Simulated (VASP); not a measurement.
# Sc (Fm-3m) in VASP: notebook

The runs below take Sc through electric field gradients, with PBEsol.

All numbers are computed with VASP 6.6.1; they aren't measurements. Logs are shortened: lines on timing, memory, paths and dates and some standing lists are left out, and cuts for length are marked.

## Step 1: The cell of the first run

Symmetry: Fm-3m, No. 225, cubic system. The conventional cell has a = 4.556 Å, b = 4.556 Å, c = 4.556 Å, α = 90.00°, β = 90.00°, γ = 90.00°. Within 4.2 Å of Sc (site symmetry m-3m) lie 12 Sc at 3.22 Å.

## Step 2: Electric field gradients, PBEsol (volume scaled by 1.01)

The input, INCAR:

```
  ALGO = Normal
  EDIFF = 1E-8
  ENCUT = 520
  GGA = PS
  ISIF = 2
  ISMEAR = -1
  LASPH = T
  LCHARG = F
  LEFG = T
  LREAL = F
  LWAVE = F
  NBANDS = 12
  NELM = 100
  PREC = Accurate
  SIGMA = 0.03
```

The input, KPOINTS:

```
k-points
0
Gamma
  12 12 12
```

The input, POSCAR:

```
Sc
1.0
    0.0000000000      2.2780432448      2.2780432448
    2.2780432448      0.0000000000      2.2780432448
    2.2780432448      2.2780432448      0.0000000000
Sc
1
Direct
    0.0000000000      0.0000000000      0.0000000000
```

Potentials or basis: VASP PAW PBE potentials, release 64 (Sc_sv).

Command:

```bash
$ cat potpaw_PBE.64/Sc_sv/POTCAR > POTCAR
$ mpirun -np 1 vasp_std > vasp.out
```

OUTCAR:

```text
EDIFF = 1E-8
   ENCUT = 520
   GGA = PS
   ISIF = 2
   ISMEAR = -1
   LASPH = T
   LREAL = F
   NELM = 100
   PREC = Accurate

 ion  position               nearest neighbor table
   1  0.000  0.000  0.000-

  LATTYP: Found a face centered cubic cell.
 ALAT       =     4.5560864896

  Lattice vectors:

 A1 = (   0.0000000000,   2.2780432448,   2.2780432448)
 A2 = (   2.2780432448,   0.0000000000,   2.2780432448)
 A3 = (   2.2780432448,   2.2780432448,   0.0000000000)

Analysis of symmetry for initial positions (statically):
=====================================================================
 Subroutine PRICEL returns:
 Original cell was already a primitive cell.

 Routine SETGRP: Setting up the symmetry group for a
 face centered cubic supercell.

 Subroutine GETGRP returns: Found 48 space group operations
 (whereof 48 operations were pure point group operations)
 out of a pool of 48 trial point group operations.

The static configuration has the point symmetry O_h .

Analysis of symmetry for dynamics (positions and initial velocities):
=====================================================================
 Subroutine PRICEL returns:
 Original cell was already a primitive cell.

 Routine SETGRP: Setting up the symmetry group for a
 face centered cubic supercell.

 Subroutine GETGRP returns: Found 48 space group operations
 (whereof 48 operations were pure point group operations)
 out of a pool of 48 trial point group operations.

The dynamic configuration has the point symmetry O_h .

 Subroutine INISYM returns: Found 48 space group operations
 (whereof 48 operations are pure point group operations),
 and found     1 'primitive' translations

----------------------------------------------------------------------------------------

                                     Primitive cell

  volume of cell :      23.6437

  direct lattice vectors                    reciprocal lattice vectors
     0.000000000  2.278043245  2.278043245    -0.219486615  0.219486615  0.219486615
     2.278043245  0.000000000  2.278043245     0.219486615 -0.219486615  0.219486615
     2.278043245  2.278043245  0.000000000     0.219486615  0.219486615 -0.219486615

  length of vectors
     3.221639652  3.221639652  3.221639652     0.380161968  0.380161968  0.380161968

  position of ions in fractional coordinates (direct lattice)
     0.000000000  0.000000000  0.000000000

  ion indices of the primitive-cell ions
   primitive index   ion index
                 1           1

----------------------------------------------------------------------------------------

 KPOINTS: k-points

Automatic generation of k-mesh.
 Grid dimensions read from file:
 generate k-points for:   12   12   12

 Generating k-lattice:

  Cartesian coordinates                     Fractional coordinates (reciprocal lattice)
    -0.018290551  0.018290551  0.018290551     0.083333333  0.000000000  0.000000000
     0.018290551 -0.018290551  0.018290551     0.000000000  0.083333333  0.000000000
     0.018290551  0.018290551 -0.018290551     0.000000000  0.000000000  0.083333333

  Length of vectors
     0.031680164  0.031680164  0.031680164

  Shift w.r.t. Gamma in fractional coordinates (k-lattice)
     0.000000000  0.000000000  0.000000000

 Subroutine IBZKPT returns following result:
 ===========================================

 Found     72 irreducible k-points:

 Following reciprocal coordinates:
            Coordinates               Weight
  0.000000  0.000000  0.000000      1.000000
  0.083333  0.000000  0.000000      8.000000
  0.166667  0.000000  0.000000      8.000000
  0.250000  0.000000  0.000000      8.000000
  0.333333  0.000000  0.000000      8.000000
  0.416667  0.000000  0.000000      8.000000
[... 16 lines left out ...]
  0.500000  0.166667  0.000000     24.000000
 -0.416667  0.166667  0.000000     24.000000
 [... further k-points ...]
   k-points           NKPTS =     72   k-points in BZ     NKDIM =     72   number of bands    NBANDS=     12
   number of dos      NEDOS =    301   number of ions     NIONS =      1
   total plane-waves  NPLWV =  13824
   dimension x,y,z NGX =    24 NGY =   24 NGZ =   24
   dimension x,y,z NGXF=    48 NGYF=   48 NGZF=   48
   ions per type =               1
   NGX,Y,Z   is equivalent  to a cutoff of  12.38, 12.38, 12.38 a.u.
   NGXF,Y,Z  is equivalent  to a cutoff of  24.77, 24.77, 24.77 a.u.
 SYSTEM =  unknown system
   PREC   = accura    normal or accurate (medium, high low for compatibility)
   ISTART =      0    job   : 0-new  1-cont  2-samecut
   ICHARG =      2    charge: 1-file 2-atom 10-const
   ISPIN  =      1    spin polarized calculation?
   LNONCOLLINEAR =      F non collinear calculations
   LSORBIT =      F    spin-orbit coupling
   LASPH  =      T    aspherical Exc in radial PAW
   ENCUT  =  520.0 eV  38.22 Ry    6.18 a.u.   5.99  5.99  5.99*2*pi/ulx,y,z
   NELM   =    100;   NELMIN=  2; NELMDL= -5     # of ELM steps
   EDIFF  = 0.1E-07   stopping-criterion for ELM
   LREAL  =      F    real-space projection
   EDIFFG = 0.1E-06   stopping-criterion for IOM
   NSW    =      0    number of steps for IOM
   IBRION =     -1    ionic relax: 0-MD 1-quasi-New 2-CG
   NFREE  =      0    steps in history (QN), initial steepest desc. (CG)
   ISIF   =      2    stress and relaxation
   ISYM   =      2    0-nonsym 1-usesym 2-fastsym
   POTIM  = 0.5000    time-step for ionic-motion
   TEBEG  =    0.0;   TEEND  =   0.0 temperature during run
   PSTRESS=    0.0 pullay stress
   NELECT =      11.0000    total number of electrons
   NUPDOWN=      -1.0000    fix difference up-down
   EMIN   =  10.00;   EMAX   =-10.00  energy-range for DOS
   EFERMI =   0.00;   METHOD = LEGACY
   ISMEAR =    -1;   SIGMA  =   0.03  broadening in eV -4-tet -1-fermi 0-gaus
   EFERMI_NEDOS =   21; number of points for ismear=-14 and -15
   IALGO  =     38    algorithm
   IMIX   =      4    mixing-type and parameters
     AMIX     =   0.40;   BMIX     =  1.00
     AMIX_MAG =   1.60;   BMIX_MAG =  1.00
  volume/ion in A,a.u.               =      23.64       159.56
  Fermi-wavevector in a.u.,A,eV,Ry     =   1.268529  2.397172 21.894033  1.609166
  Thomas-Fermi vector in A             =   2.401619
   LORBIT       =      0    0 simple, 1 ext, 2 COOP (PROOUT), +10 PAW based schemes
   GGA     = PS    functional components
   LHFCALC =     F    Hartree Fock is set to
   AEXX    =    0.0000 exact exchange contribution
   IVDW    =     0    specifies the selected vdW correction
   LEPSILON=     F    determine dielectric tensor
   LRPA    =     F    only Hartree local field effects (RPA)
 non-spin polarized calculation
  energy-cutoff  :      520.00
  volume of cell :       23.64
 maximum number of plane-waves:       650
   NGX = 11   NGY = 11   NGZ = 11

 number of electron      10.9999996 magnetization

 Free energy of the ion-electron system (eV)
  ---------------------------------------------------
  ext. energy  EPLUGINS =         0.00000000
  ---------------------------------------------------
  free energy    TOTEN  =        -6.56231167 eV

  energy without entropy =       -6.55738609  energy(sigma->0) =       -6.55984888

 E-fermi :   3.8800     XC(G=0): -10.1591

 val. band max:        3.8598079665   @ k =  -0.4167   0.1667   0.0833
 cond. band min:       3.9064735717   @ k =   0.5000   0.3333   0.1667
 fundamental gap:      0.0466656052
 Fermi energy:         3.8799801800

 k-point     1 :       0.0000    0.0000    0.0000
  band No.  band energies     occupation
      1     -45.2363      2.00000
      2     -23.7132      2.00000
      3     -23.7132      2.00000
      4     -23.7132      2.00000
      5      -1.3959      2.00000
      6       5.5111      0.00000
      7       5.5111      0.00000
      8       5.5111      0.00000
      9       6.9720      0.00000
     10       6.9720      0.00000
     11      16.6331      0.00000
     12      20.1633      0.00000

 k-point     2 :       0.0833    0.0000    0.0000
  band No.  band energies     occupation
      1     -45.2315      2.00000
      2     -23.7453      2.00000
      3     -23.7173      2.00000
      4     -23.7173      2.00000
      5      -1.2131      2.00000
      6       5.3741      0.00000
      7       5.5787      0.00000
      8       5.5787      0.00000
      9       6.9245      0.00000
     10       6.9245      0.00000
     11      16.8022      0.00000
     12      18.8562      0.00000
[... 316 lines left out ...]
 k-point    24 :      -0.4167    0.1667    0.0000
  band No.  band energies     occupation
      1     -45.1568      2.00000
      2     -24.1315      2.00000
      3     -23.8571      2.00000
      4     -23.7901      2.00000
      5       2.5758      2.00000
      6       3.8188      1.76941
      7       4.9511      0.00000
      8       5.8189      0.00000
      9       7.7212      0.00000
     10       8.6965      0.00000
     11      10.9469      0.00000
     12      15.4784      0.00000

 [... further k-points ...]

------------------------ aborting loop because EDIFF is reached ----------------------------------------

  FORCE on cell =-STRESS in cart. coord.  units (eV):
  Direction    XX          YY          ZZ          XY          YZ          ZX
  --------------------------------------------------------------------------------------
  -------------------------------------------------------------------------------------
  Total       -0.0102506     -0.0102506     -0.0102506      0.0000000      0.0000000      0.0000000
  in kB       -0.6946125     -0.6946125     -0.6946125      0.0000000      0.0000000      0.0000000
  external PRESSURE =      -0.6946125 kB  Pullay stress =       0.0000000 kB

 VOLUME and BASIS-vectors are now :
 -----------------------------------------------------------------------------
  energy-cutoff  :      520.00
  volume of cell :       23.64
      direct lattice vectors                 reciprocal lattice vectors
     0.000000000  2.278043245  2.278043245    -0.219486615  0.219486615  0.219486615
     2.278043245  0.000000000  2.278043245     0.219486615 -0.219486615  0.219486615
     2.278043245  2.278043245  0.000000000     0.219486615  0.219486615 -0.219486615

 POSITION                                       TOTAL-FORCE (eV/Angst)
 -----------------------------------------------------------------------------------
      0.00000      0.00000      0.00000        -0.000000      0.000000     -0.000000
 -----------------------------------------------------------------------------------
    total drift:                                0.000000      0.000000      0.000000

  FREE ENERGIE OF THE ION-ELECTRON SYSTEM (eV)
  ---------------------------------------------------
  free  energy   TOTEN  =        -6.5623116685 eV

  energy  without entropy=       -6.5573860946  energy(sigma->0) =       -6.55984888

 Electric field gradients (V/A^2)
---------------------------------------------------------------------
 ion       V_xx      V_yy      V_zz      V_xy      V_xz      V_yz
---------------------------------------------------------------------
   1      -0.000     0.000     0.000    -0.000    -0.000    -0.000
---------------------------------------------------------------------

 Electric field gradients after diagonalization (V/A^2)
 (convention: |V_zz| > |V_xx| > |V_yy|)
----------------------------------------------------------------------
 ion       V_xx      V_yy      V_zz     asymmetry (V_yy - V_xx)/ V_zz
----------------------------------------------------------------------
   1       0.000     0.000    -0.000       0.000
----------------------------------------------------------------------

           NMR quadrupolar parameters

 Cq : quadrupolar parameter    Cq=e*Q*V_zz/h
 eta: asymmetry parameters     (V_yy - V_xx)/ V_zz
 Q  : nuclear electric quadrupole moment in mb (millibarn)
----------------------------------------------------------------------
 ion       Cq(MHz)       eta       Q (mb)
----------------------------------------------------------------------
   1      -0.000       0.000       1.000
----------------------------------------------------------------------
```

Run time: 8.7 s. Hardware: 1 thread of Intel Xeon Platinum 8375C at 2.90GHz (Ice Lake), shared host; peak memory 0.14 GiB.

What came out:

```
Free energy : -6.5623 eV
Pressure    : -0.1 GPa
```

Levels at points of the mesh, in eV from the Fermi level:
| k point | band 2 | band 3 | band 4 | band 5 | band 6 | band 7 | band 8 | band 9 |
| --- | --- | --- | --- | --- | --- | --- | --- | --- |
| (0.00, 0.00, 0.00) | -27.59 | -27.59 | -27.59 | -5.28 | 1.63 | 1.63 | 1.63 | 3.09 |
| (0.50, 0.00, 0.00) | -28.06 | -27.65 | -27.65 | -1.83 | 0.32 | 1.51 | 1.51 | 4.05 |
| (0.50, 0.50, 0.00) | -28.02 | -27.76 | -27.76 | -1.61 | -0.69 | 2.07 | 4.04 | 4.30 |

Caveat: without QUAD_EFG the Cq values of the log hold for a quadrupole moment of 1 mb, not for the nuclei; the PAW data sets were made with another functional, which shifts forces and pressure a little.

[end of part 1 of 2]
